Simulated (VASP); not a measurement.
# ScAl7N8 (P1) in VASP: single point with PBEsol

Aim: the single point of ScAl7N8 with PBEsol.

Everything below comes from runs of VASP 6.6.1. Logs are shortened: lines on timing, memory, paths and dates and some standing lists are left out, and cuts for length are marked.

## Step 1: The cell of the first run

The typed cell holds 96 atoms: a = 9.549 Å, b = 11.027 Å, c = 9.840 Å, α = 90.00°, β = 90.00°, γ = 90.00°.

## Step 2: Single point, PBEsol

Input file INCAR:

```
PREC = Accurate
ENCUT = 600
EDIFF = 1E-6
ISMEAR = -1
SIGMA = 0.05
LREAL = Auto
LASPH = True
NELM = 120
ALGO = Normal
ISIF = 2
LWAVE = False
LCHARG = True
GGA = PS
LELF = True
LVHAR = True
NBANDS = 270
ISYM = 0
GGA_COMPAT = False
```

Input file KPOINTS:

```
Automatic mesh
0
Gamma
  1 1 1
  0.25 0.25 0.25
```

Input file POSCAR:

```
ScAl7N8
1.0
    9.5494460000      0.0000000000      0.0000000000
    0.0000000000     11.0267510000      0.0000000000
    0.0000000000      0.0000000000      9.8397850000
Al Sc N
42 6 48
Direct
    0.1659440000      0.0856270000      0.2460390000
    0.1700250000      0.0802370000      0.7476250000
    0.0036760000      0.3346320000      0.2451130000
    0.0001190000      0.3362650000      0.7447910000
    0.4993910000      0.0806420000      0.2459210000
    0.4978250000      0.0825090000      0.7446200000
    0.3355060000      0.3328950000      0.2430520000
    0.3332730000      0.3369510000      0.7435090000
    0.1690670000      0.5800320000      0.2471320000
    0.9991880000      0.8346970000      0.2447300000
    0.9993210000      0.8305050000      0.7464530000
    0.8333840000      0.0850770000      0.2439100000
    0.8311370000      0.0812320000      0.7450690000
    0.6641230000      0.3350710000      0.7447090000
    0.5008190000      0.5855290000      0.2433630000
    0.5033900000      0.5825630000      0.7410340000
    0.3307200000      0.8308100000      0.2432740000
    0.8345230000      0.5826160000      0.2450850000
    0.8335540000      0.5811740000      0.7454380000
    0.6658630000      0.8358630000      0.2497070000
    0.9983550000      0.1681660000      0.4955930000
    0.9998460000      0.1674490000      0.9949240000
    0.3360010000      0.1666570000      0.4961610000
    0.3360800000      0.1631720000      0.9927520000
    0.1710040000      0.4171400000      0.4979130000
    0.1689950000      0.4163820000      0.9940070000
    0.9987840000      0.6660800000      0.4977940000
    0.9980220000      0.6663590000      0.9935100000
    0.5055760000      0.4180100000      0.4939770000
    0.4977710000      0.4183120000      0.9977660000
    0.3335860000      0.6651480000      0.4944890000
    0.3373780000      0.6638120000      0.9902670000
    0.1640180000      0.9155080000      0.4943300000
    0.1693170000      0.9169840000      0.9942460000
    0.8327260000      0.4188100000      0.4933250000
    0.8308210000      0.4176020000      0.9947150000
    0.6662870000      0.6648110000      0.4982160000
    0.6674600000      0.6660140000      0.9980150000
    0.4997910000      0.9146400000      0.4940000000
    0.4965790000      0.9197500000      0.9975810000
    0.8347040000      0.9143870000      0.4936510000
    0.8350120000      0.9167950000      0.9949540000
    0.1682650000      0.5835630000      0.7437400000
    0.6639870000      0.3331330000      0.2465310000
    0.3347990000      0.8342190000      0.7435060000
    0.6679880000      0.8325230000      0.7445120000
    0.6653950000      0.1648360000      0.4940730000
    0.6623600000      0.1694510000      0.9954050000
    0.0005650000      0.1668960000      0.1939510000
    0.0022620000      0.1633930000      0.6943650000
    0.3319740000      0.1650860000      0.1917530000
    0.3295890000      0.1664660000      0.6931640000
    0.1664920000      0.4107080000      0.1906370000
    0.1679750000      0.4163190000      0.6927170000
    0.0017200000      0.6660680000      0.1942890000
    0.9989920000      0.6659380000      0.6946380000
    0.6697730000      0.1693080000      0.1953180000
    0.6659490000      0.1657120000      0.6958890000
    0.5007880000      0.4162370000      0.1918600000
    0.4963420000      0.4155530000      0.6967920000
    0.3369090000      0.6661780000      0.1884500000
    0.3324380000      0.6680870000      0.6940650000
    0.1697690000      0.9154360000      0.1919330000
    0.1688800000      0.9172110000      0.6882130000
    0.8361660000      0.4173560000      0.1930340000
    0.8324930000      0.4159700000      0.6909380000
    0.6643130000      0.6673650000      0.1894760000
    0.6713530000      0.6651880000      0.6912740000
    0.4985960000      0.9143970000      0.1936490000
    0.5049750000      0.9184230000      0.6971830000
    0.8340680000      0.9163940000      0.1925350000
    0.8363300000      0.9185170000      0.6915650000
    0.1653320000      0.0840580000      0.4408990000
    0.1684150000      0.0818440000      0.9439720000
    0.0038380000      0.3322920000      0.4443190000
    0.0002000000      0.3336630000      0.9431340000
    0.5012160000      0.0850440000      0.4454660000
    0.5008690000      0.0842530000      0.9427020000
    0.3347560000      0.3345720000      0.4444310000
    0.3334690000      0.3308870000      0.9413960000
    0.1689680000      0.5819230000      0.4474320000
    0.1663110000      0.5844910000      0.9391960000
    0.9988810000      0.8335230000      0.4428790000
    0.0008480000      0.8353930000      0.9420080000
    0.8320490000      0.0816340000      0.4433430000
    0.8344910000      0.0868910000      0.9427400000
    0.6648950000      0.3302880000      0.4468120000
    0.6692230000      0.3333920000      0.9452650000
    0.4972400000      0.5833410000      0.4447380000
    0.5013290000      0.5846860000      0.9413940000
    0.3327790000      0.8306240000      0.4436120000
    0.3347690000      0.8339710000      0.9421120000
    0.8320490000      0.5843990000      0.4461770000
    0.8354850000      0.5840790000      0.9419050000
    0.6716820000      0.8358260000      0.4400850000
    0.6668750000      0.8336600000      0.9419940000
```

Potentials or basis: VASP PAW PBE potentials, release 64 (Al, Sc_sv, N).

Run with:

```console
> cat potpaw_PBE.64/Al/POTCAR potpaw_PBE.64/Sc_sv/POTCAR potpaw_PBE.64/N/POTCAR > POTCAR
> mpirun -np 1 vasp_std > vasp.out
```

OUTCAR:

```text
PREC = Accurate
   ENCUT = 600
   EDIFF = 1E-6
   ISMEAR = -1
   LREAL = Auto
   LASPH = True
   NELM = 120
   ISIF = 2
   GGA = PS
   ISYM = 0

 ion  position               nearest neighbor table
   1  0.166  0.086  0.246-  49 1.89  51 1.89  73 1.92  63 1.95  21 3.07  22 3.07  33 3.08  23 3.08
                            24 3.10  34 3.10   3 3.15   7 3.17  12 3.18   5 3.18  10 3.19  17 3.22
   2  0.170  0.080  0.748-  52 1.87  64 1.89  50 1.92  74 1.93  34 3.02  24 3.03  22 3.08  33 3.08
                            23 3.09  21 3.13   6 3.13  45 3.14  11 3.20   8 3.23  13 3.24   4 3.26
   3  0.004  0.335  0.245-  53 1.85  65 1.91  49 1.92  75 1.96  26 3.07  21 3.07  22 3.08  35 3.08
                            25 3.09  36 3.10   9 3.13   1 3.15   7 3.17  18 3.18  12 3.20  44 3.24
   4  0.000  0.336  0.745-  54 1.90  66 1.90  76 1.95  50 1.97  25 3.06  26 3.07  21 3.07  36 3.08
                            35 3.08  22 3.09  19 3.13  43 3.16   8 3.18  14 3.21  13 3.24   2 3.26
   5  0.499  0.081  0.246-  69 1.90  51 1.93  57 1.96  77 1.96  40 3.02  39 3.05  47 3.06  23 3.07
                            48 3.08  24 3.08  20 3.13   1 3.18  12 3.19  17 3.19   7 3.19  44 3.20
   6  0.498  0.083  0.745-  70 1.87  58 1.91  52 1.92  78 1.95  24 3.02  23 3.04  40 3.07  47 3.08
                            48 3.08  39 3.08   2 3.13  45 3.15  13 3.18  46 3.20  14 3.21   8 3.22
   7  0.336  0.333  0.243-  59 1.89  53 1.90  51 1.92  79 1.98  30 3.02  26 3.06  23 3.09  24 3.09
                            29 3.10  25 3.10  44 3.14   9 3.16   3 3.17   1 3.17   5 3.19  15 3.20
   8  0.333  0.337  0.744-  60 1.84  54 1.87  52 1.94  80 1.95  25 3.00  26 3.05  23 3.07  30 3.09
                            29 3.09  24 3.11  43 3.14  16 3.16  14 3.16   4 3.18   6 3.22   2 3.23
   9  0.169  0.580  0.247-  55 1.93  53 1.95  61 1.95  81 1.97  31 3.05  25 3.05  26 3.08  27 3.10
[... 125 lines left out ...]
  95  0.672  0.836  0.440-  41 1.86  20 1.87  39 1.93  37 1.97
  96  0.667  0.834  0.942-  42 1.92  38 1.93  46 1.94  40 1.96

IMPORTANT INFORMATION: All symmetrisations will be switched off!
NOSYMM: (Re-)initialisation of all symmetry stuff for point group C_1.

----------------------------------------------------------------------------------------

                                     Primitive cell

  volume of cell :    1036.1231

  direct lattice vectors                    reciprocal lattice vectors
     9.549446000  0.000000000  0.000000000     0.104718117  0.000000000  0.000000000
     0.000000000 11.026751000  0.000000000     0.000000000  0.090688545  0.000000000
     0.000000000  0.000000000  9.839785000     0.000000000  0.000000000  0.101628237

  length of vectors
     9.549446000 11.026751000  9.839785000     0.104718117  0.090688545  0.101628237

  position of ions in fractional coordinates (direct lattice)
     0.165944000  0.085627000  0.246039000
     0.170025000  0.080237000  0.747625000
     0.003676000  0.334632000  0.245113000
     0.000119000  0.336265000  0.744791000
     0.499391000  0.080642000  0.245921000
     0.497825000  0.082509000  0.744620000
[... 88 lines left out ...]
     0.671682000  0.835826000  0.440085000
     0.666875000  0.833660000  0.941994000

  ion indices of the primitive-cell ions
   primitive index   ion index
                 1           1
                 2           2
                 3           3
                 4           4
                 5           5
                 6           6
[... 88 lines left out ...]
                95          95
                96          96

----------------------------------------------------------------------------------------

[... 35 lines left out ...]
   ions per type =              42   6  48
   NGX,Y,Z   is equivalent  to a cutoff of  13.93, 13.57, 13.52 a.u.
   NGXF,Y,Z  is equivalent  to a cutoff of  27.85, 27.14, 27.03 a.u.
 SYSTEM =  unknown system
   PREC   = accura    normal or accurate (medium, high low for compatibility)
   ISTART =      0    job   : 0-new  1-cont  2-samecut
   ICHARG =      2    charge: 1-file 2-atom 10-const
   ISPIN  =      1    spin polarized calculation?
   LNONCOLLINEAR =      F non collinear calculations
   LSORBIT =      F    spin-orbit coupling
   LASPH  =      T    aspherical Exc in radial PAW
   ENCUT  =  600.0 eV  44.10 Ry    6.64 a.u.  19.07 22.02 19.65*2*pi/ulx,y,z
   NELM   =    120;   NELMIN=  2; NELMDL= -5     # of ELM steps
   EDIFF  = 0.1E-05   stopping-criterion for ELM
   LREAL  =      T    real-space projection
   EDIFFG = 0.1E-04   stopping-criterion for IOM
   NSW    =      0    number of steps for IOM
   IBRION =     -1    ionic relax: 0-MD 1-quasi-New 2-CG
   NFREE  =      0    steps in history (QN), initial steepest desc. (CG)
   ISIF   =      2    stress and relaxation
   ISYM   =      0    0-nonsym 1-usesym 2-fastsym
   POTIM  = 0.5000    time-step for ionic-motion
   TEBEG  =    0.0;   TEEND  =   0.0 temperature during run
   PSTRESS=    0.0 pullay stress
   NELECT =     432.0000    total number of electrons
   NUPDOWN=      -1.0000    fix difference up-down
   EMIN   =  10.00;   EMAX   =-10.00  energy-range for DOS
   EFERMI =   0.00;   METHOD = LEGACY
   ISMEAR =    -1;   SIGMA  =   0.05  broadening in eV -4-tet -1-fermi 0-gaus
   EFERMI_NEDOS =   21; number of points for ismear=-14 and -15
   IALGO  =     38    algorithm
   IMIX   =      4    mixing-type and parameters
     AMIX     =   0.40;   BMIX     =  1.00
     AMIX_MAG =   1.60;   BMIX_MAG =  1.00
  volume/ion in A,a.u.               =      10.79        72.83
  Fermi-wavevector in a.u.,A,eV,Ry     =   1.223016  2.311166 20.351176  1.495769
  Thomas-Fermi vector in A             =   2.358142
   LORBIT       =      0    0 simple, 1 ext, 2 COOP (PROOUT), +10 PAW based schemes
   GGA     = PS    functional components
   LHFCALC =     F    Hartree Fock is set to
   AEXX    =    0.0000 exact exchange contribution
   IVDW    =     0    specifies the selected vdW correction
   LEPSILON=     F    determine dielectric tensor
   LRPA    =     F    only Hartree local field effects (RPA)
 non-spin polarized calculation
  energy-cutoff  :      600.00
  volume of cell :     1036.12
 maximum number of plane-waves:     34580
 NGX is ok and might be reduce to    80
   NGX = 39   NGY = 45   NGZ = 39

 number of electron     431.9999993 magnetization

 Free energy of the ion-electron system (eV)
  ---------------------------------------------------
  ext. energy  EPLUGINS =         0.00000000
  ---------------------------------------------------
  free energy    TOTEN  =      -759.65695830 eV

  energy without entropy =     -759.65695830  energy(sigma->0) =     -759.65695830

 E-fermi :   7.0057     XC(G=0): -11.1062

 val. band max:        5.6682268328   @ k =   0.2500   0.2500   0.2500
 cond. band min:      10.1541895699   @ k =   0.2500   0.2500   0.2500
 fundamental gap:      4.4859627371
 Fermi energy:         7.0057122358

 k-point     1 :       0.2500    0.2500    0.2500
  band No.  band energies     occupation
      1     -40.0185      2.00000
      2     -39.8672      2.00000
      3     -39.8143      2.00000
      4     -39.7956      2.00000
      5     -39.7803      2.00000
      6     -39.7317      2.00000
[... 913 lines left out ...]
    227      10.8402      0.00000
    228      10.8935      0.00000
 [bands above 228 left out]

------------------------ aborting loop because EDIFF is reached ----------------------------------------

  FORCE on cell =-STRESS in cart. coord.  units (eV):
  Direction    XX          YY          ZZ          XY          YZ          ZX
  --------------------------------------------------------------------------------------
  -------------------------------------------------------------------------------------
  Total       21.1230215     19.1021291     18.7310946      0.0159539      0.3626400      1.9523015
  in kB       32.6629397     29.5379944     28.9642566      0.0246699      0.5607573      3.0188819
  external PRESSURE =      30.3883969 kB  Pullay stress =       0.0000000 kB

 VOLUME and BASIS-vectors are now :
 -----------------------------------------------------------------------------
  energy-cutoff  :      600.00
  volume of cell :     1036.12
      direct lattice vectors                 reciprocal lattice vectors
     9.549446000  0.000000000  0.000000000     0.104718117  0.000000000  0.000000000
     0.000000000 11.026751000  0.000000000     0.000000000  0.090688545  0.000000000
     0.000000000  0.000000000  9.839785000     0.000000000  0.000000000  0.101628237

 POSITION                                       TOTAL-FORCE (eV/Angst)
 -----------------------------------------------------------------------------------
      1.58467      0.94419      2.42097         0.041374     -0.607318      0.326876
      1.62364      0.88475      7.35647        -0.976064      0.431488     -0.077199
      0.03510      3.68990      2.41186        -0.587572     -0.500387      0.473134
      0.00114      3.70791      7.32858         0.102484     -1.267629      0.307994
      4.76891      0.88922      2.41981        -0.163320      0.256936      0.406650
      4.75395      0.90981      7.32690         0.084370      0.434814      0.305182
[... 88 lines left out ...]
      6.41419      9.21645      4.33034        -1.096419     -0.873746      0.550676
      6.36829      9.19256      9.26902        -0.108571      0.059622      2.715600
 -----------------------------------------------------------------------------------
    total drift:                                0.017211     -0.010216     -0.079217

  FREE ENERGIE OF THE ION-ELECTRON SYSTEM (eV)
  ---------------------------------------------------
  free  energy   TOTEN  =      -759.6569583037 eV

  energy  without entropy=     -759.6569583037  energy(sigma->0) =     -759.65695830
```

Run time: 2.1 h. Hardware: 1 thread of Intel Xeon 8259CL, shared host; peak memory 1.6 GiB.

What came out:

| Item | Value |
| --- | --- |
| Free energy | -759.6570 eV |
| Pressure | 3.0 GPa |
| Largest force | 5.105 eV/Å |
| Band gap on the k mesh | 4.49 eV |

Forces on the atoms (eV/Å):
```
Al   0.041 -0.607  0.327
Al  -0.976  0.431 -0.077
Al  -0.588 -0.500  0.473
Al   0.102 -1.268  0.308
Al  -0.163  0.257  0.407
Al   0.084  0.435  0.305
Al  -0.432 -0.283  0.679
Al  -0.479 -1.259  0.610
Al  -0.101  0.198 -0.144
Al   0.416 -0.248  0.322
Al   0.182  1.052 -0.111
Al   0.487 -0.546  0.626
Al   0.943  0.534  0.440
Al   0.382 -0.479  0.437
Al  -0.183 -0.313  0.496
Al  -0.330  0.187  0.678
Al   0.298  0.119  0.441
Al  -0.019  0.336  0.339
Al   0.076  0.087  0.240
Al   0.318 -0.405 -0.871
Al   0.402 -0.759  0.695
Al   0.286 -0.130  0.162
Al  -1.002 -0.052  0.293
Al  -0.747  0.463  0.564
Al  -0.407 -0.613  0.189
Al  -0.453 -0.146  0.303
Al   0.149  0.298  0.066
Al   0.650  0.324  0.780
Al  -1.115 -0.264  0.856
Al   0.259 -0.148 -0.442
Al  -0.078  0.300  0.737
Al  -0.684  0.735  0.758
Al   0.198  0.645  0.192
Al  -0.302 -0.137  0.685
Al   0.401 -0.625  0.552
Al   0.896  0.015  0.481
Al   0.056  0.423 -0.147
Al   0.026  0.430 -0.259
Al   0.006  0.461  0.537
Al   0.645 -0.667  0.058
Al   0.517  0.902  0.744
Al  -0.219  0.455  0.322
Sc  -0.339 -0.205 -0.501
Sc   1.481  0.984  0.249
Sc   0.241  0.448 -0.147
Sc   0.908  0.161  0.027
Sc   1.116 -0.115  1.051
Sc   1.600 -1.109 -0.139
N   -0.161  0.197 -0.595
N   -0.392  0.744 -0.344
N    0.732  0.228 -0.321
N    0.884  0.262 -0.284
N    0.735  1.146 -0.152
N   -0.221 -3.141 -1.019
N   -0.011  0.005 -0.408
N   -2.908  1.556 -1.280
N   -0.748 -4.105  1.373
N   -0.286  0.406  2.105
N   -3.398  2.239 -1.062
N    0.880  0.475 -1.077
N   -0.607 -0.367  0.110
N    3.797 -2.029 -2.254
N   -0.656  0.319 -0.199
N   -3.202  1.105 -0.563
N    2.048  1.323 -0.760
N   -0.034  0.119 -0.165
N    0.630 -0.038  0.627
N   -0.623 -3.470 -1.062
N    0.065  0.377 -0.060
N   -0.818  3.173 -2.760
N   -0.208  0.178 -0.293
N    2.257  0.816 -0.996
N    0.360 -0.090 -0.138
N   -0.059  0.158 -0.343
N   -0.500  0.788 -0.520
N   -0.050  0.361 -0.434
N   -3.872 -2.839 -1.735
N   -3.508 -2.282 -1.246
N    0.543 -0.082 -0.678
N    0.275  0.369 -0.113
N   -0.461  0.201 -0.765
N    0.206 -0.268  3.149
N    0.255 -0.673 -0.497
N    0.118 -0.555 -0.191
N    3.128 -1.582 -1.392
N    2.093 -2.019 -0.688
N    0.445  4.364  0.921
N   -0.730  4.408 -1.322
N    0.753  0.109 -0.667
N    0.317 -0.488 -0.539
N    0.115  0.120 -0.404
N   -0.096 -0.280  2.386
N    0.128 -0.083 -0.955
N   -0.560 -0.143 -0.249
N   -1.096 -0.874  0.551
N   -0.109  0.060  2.716
```

Caveat: the cell stands under pressure; the PAW data sets were made with another functional, which shifts forces and pressure a little; a shifted mesh leaves out Γ, where band edges can lie.
